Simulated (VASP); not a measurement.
Input of a VASP 6.6.1 run:

The input INCAR:

```
ALGO = Normal ; EDIFF = 1E-6
ENCUT = 500 ; GGA = PE
GGA_COMPAT = False ; ISIF = 2
ISMEAR = 0 ; KPAR = 4
LASPH = True ; LCHARG = False
LREAL = False ; LWAVE = False
NBANDS = 96 ; NELM = 120
PREC = Accurate ; SIGMA = 0.02
```

KPOINTS

```
k-points
0
Gamma
  4 4 4
```

Contents of POSCAR:

```
BaZrS3
1.0
    7.1629350231      0.0000000000      0.0000000000
    0.0000000000     10.0302164473      0.0000000000
    0.0000000000      0.0000000000      7.0308119671
Ba Zr S
4 4 12
Direct
    0.0513925713      0.2500000000      0.0111589269
    0.4486074287      0.7500000000      0.5111589269
    0.5513925713      0.2500000000      0.4888410731
    0.9486074287      0.7500000000      0.9888410731
    0.0000000000      0.0000000000      0.5000000000
    0.5000000000      0.0000000000      0.0000000000
    0.5000000000      0.5000000000      0.0000000000
    0.0000000000      0.5000000000      0.5000000000
    0.9929389048      0.2500000000      0.5649314119
    0.5070610952      0.7500000000      0.0649314119
    0.4929389048      0.2500000000      0.9350685881
    0.0070610952      0.7500000000      0.4350685881
    0.2102229393      0.9658681335      0.7899512679
    0.2897770607      0.0341318665      0.2899512679
    0.7102229393      0.5341318665      0.7100487321
    0.7897770607      0.4658681335      0.2100487321
    0.7897770607      0.0341318665      0.2100487321
    0.7102229393      0.9658681335      0.7100487321
    0.2897770607      0.4658681335      0.2899512679
    0.2102229393      0.5341318665      0.7899512679
```

Potentials or basis: VASP PAW PBE potentials, release 64 (Ba_sv, Zr_sv, S).

Launch:

```bash
$ cat potpaw_PBE.64/Ba_sv/POTCAR potpaw_PBE.64/Zr_sv/POTCAR potpaw_PBE.64/S/POTCAR > POTCAR
$ mpirun -np 4 vasp_std > vasp.out
```

(1) What does it give for the band gap on the k mesh?

(2) Predict the largest force.

Results:

(1) 1.06 eV.

(2) 0.040 eV/Å.

Caveat: spin-orbit coupling is left out, which moves the levels of the heavy elements.
